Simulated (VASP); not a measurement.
# BaTiO3 (Amm2) in VASP: single point with PBE

Aim: the single point of BaTiO3 with PBE.

All numbers are computed with VASP 6.6.1; they aren't measurements. Logs are shortened: lines on timing, memory, paths and dates and some standing lists are left out, and cuts for length are marked.

## (1) The cell of the first run

Symmetry: Amm2, No. 38, orthorhombic system. Conventional cell: a = 4.019 Å, b = 5.684 Å, c = 5.684 Å, α = 90.00°, β = 90.00°, γ = 90.00°. Within 3.6 Å of Ba (site symmetry mm2) lie 12 O at 2.76 to 2.92 Å and 8 Ti at 3.48 Å. Ti (site symmetry mm2) has 6 O at 2.01 Å within 2.7 Å. O (site symmetry mm2) has 2 Ti at 2.01 Å and 4 Ba at 2.76 to 2.92 Å and 8 O at 2.80 to 2.88 Å within 3.0 Å. Within 2.9 Å of O (site symmetry m) lie 2 Ti at 2.01 Å and 8 O at 2.80 to 2.88 Å and 4 Ba at 2.84 Å.

## (2) Single point, PBE (atom 3 (O) moved +0.080 Å towards its neighbour atom 1 (Ba) at 2.842 Å)

The input, INCAR:

```
PREC     = Accurate       # precision mode
ENCUT    = 1340           # plane-wave cutoff, eV
EDIFF    = 1E-6           # SCF threshold, eV
ISMEAR   = 0              # smearing method
SIGMA    = 0.05           # smearing width, eV
LREAL    = False          # projectors in reciprocal space
LASPH    = True           # aspherical terms in the spheres
NELM     = 120            # most SCF steps
ALGO     = Normal         # electronic algorithm
ISIF     = 2              # what is computed and relaxed
LWAVE    = False          # write WAVECAR
LCHARG   = False          # write CHGCAR
GGA      = PE             # functional
NBANDS   = 28             # bands
GGA_COMPAT= False
```

The input, KPOINTS:

```
Automatic mesh
0
Gamma
  8 8 8
```

The input, POSCAR:

```
BaTiO3
1.0
    4.0192501416      0.0000000000      0.0000000000
    0.0000000000      4.0192501416      0.0000000000
    0.0000000000      0.0000000000      4.0192501416
Ba Ti O
1 1 3
Direct
    0.5000000000      0.5000000000      0.5000000000
    0.0000000000      0.0000000000      0.0000000000
    0.5000000000     -0.0140744021     -0.0140744021
    0.0000000000      0.5000000000      0.0000000000
    0.0000000000      0.0000000000      0.5000000000
```

Potentials or basis: VASP PAW PBE potentials, release 64 (Ba_sv, Ti_sv, O_h).

On the command line:

```
$ cat potpaw_PBE.64/Ba_sv/POTCAR potpaw_PBE.64/Ti_sv/POTCAR potpaw_PBE.64/O_h/POTCAR > POTCAR
$ mpirun -np 1 vasp_std > vasp.out
```

OUTCAR:

```text
PREC = Accurate
   ENCUT = 1340
   EDIFF = 1E-6
   ISMEAR = 0
   LREAL = False
   LASPH = True
   NELM = 120
   ISIF = 2
   GGA = PE

 ion  position               nearest neighbor table
   1  0.500  0.500  0.500-   3 2.76   4 2.84   5 2.84   4 2.84   5 2.84   4 2.84   5 2.84   4 2.84
                             5 2.84   3 2.84   3 2.84   3 2.92   2 3.48   2 3.48   2 3.48   2 3.48
   2  0.000  0.000  0.000-   4 2.01   5 2.01   5 2.01   4 2.01   3 2.01   3 2.01   1 3.48   1 3.48
                             1 3.48   1 3.48   1 3.48   1 3.48   1 3.48   1 3.48
   3  0.500  0.986  0.986-   2 2.01   2 2.01   1 2.76   1 2.84   1 2.84   1 2.92
   4  0.000  0.500  0.000-   2 2.01   2 2.01   1 2.84   1 2.84   1 2.84   1 2.84
   5  0.000  0.000  0.500-   2 2.01   2 2.01   1 2.84   1 2.84   1 2.84   1 2.84

  LATTYP: Found a simple cubic cell.
 ALAT       =     4.0192501416

  Lattice vectors:

 A1 = (   4.0192501416,   0.0000000000,   0.0000000000)
 A2 = (   0.0000000000,   4.0192501416,   0.0000000000)
 A3 = (   0.0000000000,   0.0000000000,   4.0192501416)

Analysis of symmetry for initial positions (statically):
=====================================================================
 Subroutine PRICEL returns:
 Original cell was already a primitive cell.

 Routine SETGRP: Setting up the symmetry group for a
 simple cubic supercell.

 Subroutine GETGRP returns: Found  4 space group operations
 (whereof  4 operations were pure point group operations)
 out of a pool of 48 trial point group operations.

The static configuration has the point symmetry C_2v.

Analysis of symmetry for dynamics (positions and initial velocities):
=====================================================================
 Subroutine PRICEL returns:
 Original cell was already a primitive cell.

 Routine SETGRP: Setting up the symmetry group for a
 simple cubic supercell.

 Subroutine GETGRP returns: Found  4 space group operations
 (whereof  4 operations were pure point group operations)
 out of a pool of 48 trial point group operations.

The dynamic configuration has the point symmetry C_2v.

 Subroutine INISYM returns: Found  4 space group operations
 (whereof  4 operations are pure point group operations),
 and found     1 'primitive' translations

----------------------------------------------------------------------------------------

                                     Primitive cell

  volume of cell :      64.9285

  direct lattice vectors                    reciprocal lattice vectors
     4.019250142  0.000000000  0.000000000     0.248802629  0.000000000  0.000000000
     0.000000000  4.019250142  0.000000000     0.000000000  0.248802629  0.000000000
     0.000000000  0.000000000  4.019250142     0.000000000  0.000000000  0.248802629
[... 96 lines left out ...]
   ISIF   =      2    stress and relaxation
   ISYM   =      2    0-nonsym 1-usesym 2-fastsym
   POTIM  = 0.5000    time-step for ionic-motion
   TEBEG  =    0.0;   TEEND  =   0.0 temperature during run
   PSTRESS=    0.0 pullay stress
   NELECT =      40.0000    total number of electrons
   NUPDOWN=      -1.0000    fix difference up-down
   EMIN   =  10.00;   EMAX   =-10.00  energy-range for DOS
   EFERMI =   0.00;   METHOD = LEGACY
   ISMEAR =     0;   SIGMA  =   0.05  broadening in eV -4-tet -1-fermi 0-gaus
   EFERMI_NEDOS =   21; number of points for ismear=-14 and -15
   IALGO  =     38    algorithm
   IMIX   =      4    mixing-type and parameters
     AMIX     =   0.40;   BMIX     =  1.00
     AMIX_MAG =   1.60;   BMIX_MAG =  1.00
  volume/ion in A,a.u.               =      12.99        87.63
  Fermi-wavevector in a.u.,A,eV,Ry     =   1.392996  2.632380 26.401250  1.940437
  Thomas-Fermi vector in A             =   2.516685
   LORBIT       =      0    0 simple, 1 ext, 2 COOP (PROOUT), +10 PAW based schemes
   GGA     = PE    functional components
   LHFCALC =     F    Hartree Fock is set to
   AEXX    =    0.0000 exact exchange contribution
   IVDW    =     0    specifies the selected vdW correction
   LEPSILON=     F    determine dielectric tensor
   LRPA    =     F    only Hartree local field effects (RPA)
 non-spin polarized calculation
 Gauss-broadening in eV      SIGMA  =   0.05
  energy-cutoff  :     1340.00
  volume of cell :       64.93
 maximum number of plane-waves:      7264
   NGX = 23   NGY = 23   NGZ = 23

 number of electron      39.9999999 magnetization

 Free energy of the ion-electron system (eV)
  ---------------------------------------------------
  ext. energy  EPLUGINS =         0.00000000
  ---------------------------------------------------
  free energy    TOTEN  =       -39.99104844 eV

  energy without entropy =      -39.99104844  energy(sigma->0) =      -39.99104844

 E-fermi :   4.3366     XC(G=0): -11.1975

 val. band max:        4.0934538798   @ k =   0.5000   0.5000   0.5000
 cond. band min:       5.8108858207   @ k =   0.0000   0.0000   0.0000
 fundamental gap:      1.7174319409
 Fermi energy:         4.3366224953

 k-point     1 :       0.0000    0.0000    0.0000
  band No.  band energies     occupation
      1     -52.6027      2.00000
      2     -28.8066      2.00000
      3     -28.8064      2.00000
      4     -28.8061      2.00000
      5     -20.7449      2.00000
      6     -12.7724      2.00000
[... 733 lines left out ...]
     27      11.3058      0.00000
     28      12.5748      0.00000

 [... further k-points ...]

------------------------ aborting loop because EDIFF is reached ----------------------------------------

  FORCE on cell =-STRESS in cart. coord.  units (eV):
  Direction    XX          YY          ZZ          XY          YZ          ZX
  --------------------------------------------------------------------------------------
  -------------------------------------------------------------------------------------
  Total        0.6144764      0.6554789      0.6554789      0.0000000      0.0197926      0.0000000
  in kB       15.1628445     16.1746240     16.1746240      0.0000000      0.4884037      0.0000000
  external PRESSURE =      15.8373641 kB  Pullay stress =       0.0000000 kB

 VOLUME and BASIS-vectors are now :
 -----------------------------------------------------------------------------
  energy-cutoff  :     1340.00
  volume of cell :       64.93
      direct lattice vectors                 reciprocal lattice vectors
     4.019250142  0.000000000  0.000000000     0.248802629  0.000000000  0.000000000
     0.000000000  4.019250142  0.000000000     0.000000000  0.248802629  0.000000000
     0.000000000  0.000000000  4.019250142     0.000000000  0.000000000  0.248802629

 POSITION                                       TOTAL-FORCE (eV/Angst)
 -----------------------------------------------------------------------------------
      2.00963      2.00963      2.00963         0.000000     -0.052073     -0.052073
      0.00000      0.00000      0.00000         0.000000     -0.038533     -0.038533
      2.00963      3.96268      3.96268         0.000000      0.312988      0.312988
      0.00000      2.00963      0.00000         0.000000     -0.256399      0.034018
      0.00000      0.00000      2.00963         0.000000      0.034018     -0.256399
 -----------------------------------------------------------------------------------
    total drift:                                0.000000     -0.000080     -0.000080

  FREE ENERGIE OF THE ION-ELECTRON SYSTEM (eV)
  ---------------------------------------------------
  free  energy   TOTEN  =       -39.9910484353 eV

  energy  without entropy=      -39.9910484353  energy(sigma->0) =      -39.99104844
```

OSZICAR:

```text
N       E                     dE             d eps       ncg     rms          rms(c)
DAV:   1     0.664505494979E+03    0.66451E+03   -0.35255E+04  5880   0.309E+03
DAV:   2     0.741683774411E+02   -0.59034E+03   -0.56374E+03  6136   0.624E+02
DAV:   3    -0.429058810697E+02   -0.11707E+03   -0.11006E+03  8224   0.213E+02
DAV:   4    -0.507460950819E+02   -0.78402E+01   -0.78058E+01  7556   0.542E+01
DAV:   5    -0.510212795827E+02   -0.27518E+00   -0.27490E+00  9008   0.991E+00    0.229E+01
DAV:   6    -0.401218668929E+02    0.10899E+02   -0.57346E+01  8804   0.653E+01    0.992E+00
DAV:   7    -0.401612587534E+02   -0.39392E-01   -0.10662E+01  8160   0.228E+01    0.660E+00
DAV:   8    -0.400020240294E+02    0.15923E+00   -0.67953E-01  7216   0.676E+00    0.379E+00
DAV:   9    -0.400221024544E+02   -0.20078E-01   -0.45475E-01  8628   0.621E+00    0.171E+00
DAV:  10    -0.399984908827E+02    0.23612E-01   -0.19674E-01  7184   0.434E+00    0.759E-01
DAV:  11    -0.399917780462E+02    0.67128E-02   -0.33192E-02  7624   0.116E+00    0.319E-01
DAV:  12    -0.399912725009E+02    0.50555E-03   -0.74573E-03  7164   0.847E-01    0.127E-01
DAV:  13    -0.399910936356E+02    0.17887E-03   -0.61939E-04  7488   0.264E-01    0.630E-02
DAV:  14    -0.399910468864E+02    0.46749E-04   -0.10937E-04  9240   0.999E-02    0.129E-02
DAV:  15    -0.399910483108E+02   -0.14244E-05   -0.20494E-05  7796   0.367E-02    0.622E-03
DAV:  16    -0.399910484353E+02   -0.12454E-06   -0.15483E-06  5144   0.124E-02
   1 F= -.39991048E+02 E0= -.39991048E+02  d E =-.447308E-14
```

Run time: 7.7 min. Hardware: 1 thread of Intel Xeon Platinum 8559C (Emerald Rapids), shared host; peak memory 0.88 GiB.

What came out:

| Item | Value |
| --- | --- |
| Free energy | -39.9910 eV |
| Pressure | 1.6 GPa |
| Largest force | 0.443 eV/Å |
| Band gap on the k mesh | 1.72 eV (least direct gap 1.88 eV) |

Forces on the atoms (eV/Å):
```
Ba   0.000 -0.052 -0.052
Ti   0.000 -0.039 -0.039
O    0.000  0.313  0.313
O    0.000 -0.256  0.034
O    0.000  0.034 -0.256
```

Stress tensor (GPa, compression positive):
```
1.52 0.00 0.00
0.00 1.62 0.05
0.00 0.05 1.62
```

Levels at points of the mesh, in eV from the valence-band top:
| k point | band 17 | band 18 | band 19 | band 20 | band 21 | band 22 | band 23 | band 24 |
| --- | --- | --- | --- | --- | --- | --- | --- | --- |
| (0.00, 0.00, 0.00) | -1.08 | -0.18 | -0.17 | -0.16 | 1.72 | 1.72 | 1.77 | 3.81 |
| (0.50, 0.00, 0.00) | -1.80 | -1.70 | -0.72 | -0.72 | 1.87 | 3.38 | 3.41 | 3.82 |
| (0.00, 0.50, 0.00) | -1.82 | -1.82 | -0.72 | -0.71 | 1.89 | 3.42 | 3.43 | 3.83 |
| (0.50, 0.50, 0.00) | -1.72 | -0.88 | -0.88 | -0.09 | 3.41 | 3.42 | 3.82 | 4.64 |
| (0.00, 0.50, 0.50) | -1.68 | -0.88 | -0.88 | -0.09 | 3.42 | 3.44 | 3.84 | 4.65 |
| (0.50, 0.50, 0.50) | -2.40 | -0.01 | -0.01 | 0.00 | 4.05 | 4.07 | 4.08 | 6.63 |

Caveat: the cell differs from its parent crystal (atom 3 (O) moved +0.080 Å towards its neighbour atom 1 (Ba) at 2.842 Å); spin-orbit coupling is left out, which moves the levels of the heavy elements.
